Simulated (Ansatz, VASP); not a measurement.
**Si: VASP beside Ansatz**

```
Si
1.0
     0.00000    2.70080    2.70080
     2.70080    0.00000    2.70080
     2.70080    2.70080    0.00000
Si
2
Direct
  0.50000 0.50000 0.50000
  0.75000 0.75000 0.75000
```

Alike in both runs: functional LDA; k mesh 10 × 10 × 10; occupations gaussian, width 0.02 eV; no spin polarisation.

Ansatz relaxed the structure, and its values are those at the end. VASP's run is a single point on that final structure, the one shown.

```csv
,VASP,Ansatz
version,VASP 6.6.1,Ansatz 0.2.0
potentials or method,"VASP PAW LDA potentials, release 64 (Si), cutoff 500 eV","scalar-relativistic, plane waves, PAW"
valence electrons in the cell,8,8
```

```tsv
	VASP	Ansatz	Ansatz less VASP
gap on the k mesh at the Fermi level (eV)	0.45	0.45	+0.003
least direct gap on the mesh (eV)	2.53	2.53	+0.002
pressure (GPa)	0.1	0.0	-0.06
```

Ansatz warns that its potentials were made for another functional, while VASP's fit it. LDA's correlation is that of Perdew and Zunger in VASP and of Perdew and Wang (1992) in Ansatz.
